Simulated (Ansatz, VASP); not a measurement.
# Two plane-wave programs on S

The input INCAR:

```
SYSTEM = S
ALGO = Normal ; EDIFF = 1E-7
ENCUT = 520 ; GGA = PE
ISIF = 2 ; ISMEAR = -1
LASPH = .True. ; LCHARG = .False.
LREAL = .False. ; LWAVE = .False.
NBANDS = 9 ; NELM = 80
PREC = Accurate ; SIGMA = 0.1
```

Contents of KPOINTS:

```
k-points
0
Gamma
  16 16 16
  0 0 0
```

File POSCAR:

```
S
1.0
   -1.5138519307      1.5138519307      1.5138519307
    1.5138519307     -1.5138519307      1.5138519307
    1.5138519307      1.5138519307     -1.5138519307
S
1
Direct
    0.0000000000      0.0000000000      0.0000000000
```

Input for Ansatz:

```yaml
crystal:
  lattice:
    - [-1.5138519307, 1.5138519307, 1.5138519307]
    - [1.5138519307, -1.5138519307, 1.5138519307]
    - [1.5138519307, 1.5138519307, -1.5138519307]
  atoms:
    - { symbol: S, position: [0.0, 0.0, 0.0] }
kpoints:
  mp_grid: { grid: [16, 16, 16] }
scf:
  occupations: { method: fermi_dirac, width: 0.1 }
hamiltonian:
  xc: pbe
  pseudopotentials: { kind: paw }
output:
  forces: true
  stress: true
  eigenvalues: true
  populations: true
  write_density: true
  write_potential: true
  elf: true
  volumetric_format: npy
```

Change from the starting cell: volume scaled by 0.88, PAW files.

Alike in both runs: task single point; functional PBE; k mesh 16 × 16 × 16; occupations fermi-dirac, width 0.1 eV; no spin polarisation.

```csv
,VASP,Ansatz
version,VASP 6.6.1,Ansatz 0.2.0
potentials or method,"VASP PAW PBE potentials, release 64 (S)","PAW with Ansatz's default frozen-core files, scalar-relativistic"
plane-wave cutoff (eV),520,420
valence electrons in the cell,6,6
```

Ansatz gave:

* pressure (GPa): 13.6

Q: What did VASP give for the same quantities?

A: Pressure (GPa): 13.4.

With one functional, cell and mesh, what is left measures potentials, basis and numerics.
